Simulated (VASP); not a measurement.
## Ru: relaxation of cell and atoms with PBE+D4

Ru:

```xyz
2
Lattice="2.7058 0.0000 0.0000 -1.3529 2.3433 0.0000 0.0000 0.0000 4.2819" Properties=species:S:1:pos:R:3 pbc="T T T"
Ru    1.3529    0.7811    3.2114
Ru    0.0000    1.5622    1.0705
```

| Quantity | Value |
| --- | --- |
| Program | VASP 6.6.1 |
| Task | relaxation of cell and atoms |
| Functional | PBE |
| Dispersion | D4 |
| Potentials or basis | VASP PAW PBE potentials, release 64 (Ru_pv) |
| Cutoff | 600 eV |
| k mesh | 11 × 11 × 6 |
| Occupations | fermi-dirac, width 0.05 eV |
| Spin | no spin polarisation |
| Dipole correction | no |
| Further INCAR settings | ALGO = Normal; EDIFF = 1e-07; IBRION = 2; EDIFFG = -0.02; NSW = 80; ISIF = 3 |

```yaml
Relaxed_volume: 13.52 Å³/atom
Relaxed_cell: a = 2.702 Å, b = 2.702 Å, c = 4.276 Å, α = 90.00°, β = 90.00°, γ = 120.00°
Space_group_after_relaxing_to_0.1_Å: P6_3/mmc (No. 194)
Energy_gained_by_relaxing: 0.3 meV/atom
Ionic_steps: 3
Pressure_after_relaxing: 0.0 GPa
Band_gap_on_the_k_mesh: zero (bands 14 and 15 overlap by 3.09 eV)
Dispersion_energy_per_atom: -0.527 eV
```

The path:
| step | energy change (eV) | largest force (eV/Å) | pressure (GPa) | volume (Å³) |
| --- | --- | --- | --- | --- |
| 1 | 0.0000 | 0.0000 | -1.40 | 27.15 |
| 2 | 0.0042 | 0.0000 | 4.43 | 26.69 |
| 3 | -0.0005 | 0.0000 | 0.00 | 27.03 |

Final structure:
```cif
data_structure
_symmetry_space_group_name_H-M 'P 1'
_symmetry_Int_Tables_number 1
_cell_length_a 2.7020
_cell_length_b 2.7020
_cell_length_c 4.2755
_cell_angle_alpha 90.000
_cell_angle_beta 90.000
_cell_angle_gamma 120.000
_cell_volume 27.03
loop_
_atom_site_label
_atom_site_type_symbol
_atom_site_fract_x
_atom_site_fract_y
_atom_site_fract_z
_atom_site_occupancy
Ru1 Ru 0.66667 0.33333 0.75000 1
Ru2 Ru 0.33333 0.66667 0.25000 1
```

Levels at points of the mesh, in eV from the Fermi level:
```
           k point  band 11  band 12  band 13  band 14  band 15  band 16  band 17  band 18
(0.00, 0.00, 0.00)    -2.37    -1.86    -1.86    -1.33    -1.33     1.26     1.26     1.37
(0.00, 0.00, 0.50)    -2.71    -2.71    -2.66    -2.66     0.62     0.62     0.62     0.62
```

Run time: 79 s on 1 thread of Intel Xeon 8259CL, on a shared host, peak memory 0.18 GiB.
